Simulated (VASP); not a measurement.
The system is HfC.

```
CELL_PARAMETERS angstrom
0.00000 2.34040 2.34040
2.34040 0.00000 2.34040
2.34040 2.34040 0.00000
ATOMIC_POSITIONS crystal
Hf 0.50000 0.50000 0.50000
C 0.00000 0.00000 0.00000
```

Base run:

- Program: VASP 6.6.1
- Functional: r2SCAN
- Potentials or basis: VASP PAW PBE potentials, release 64 (Hf_pv, C)
- Cutoff: 520 eV
- k mesh: 10 × 10 × 10
- Occupations: fermi-dirac, width 0.05 eV
- Spin: no spin polarisation

Its results: band gap on the k mesh zero (band 7 reaches 6.74 eV, above the bottom of band 8 at 5.28 eV); pressure -7.1 GPa.

Q: The run is repeated on the same cell with these changes: functional from r2SCAN to PBE. What comes out?

A: Band gap on the k mesh zero (band 7 reaches 6.79 eV, above the bottom of band 8 at 5.39 eV); pressure -4.9 GPa.

Caveats: spin-orbit coupling is left out, which moves the levels of the heavy elements; the PAW data sets were made with another functional, which shifts forces and pressure a little (some runs).
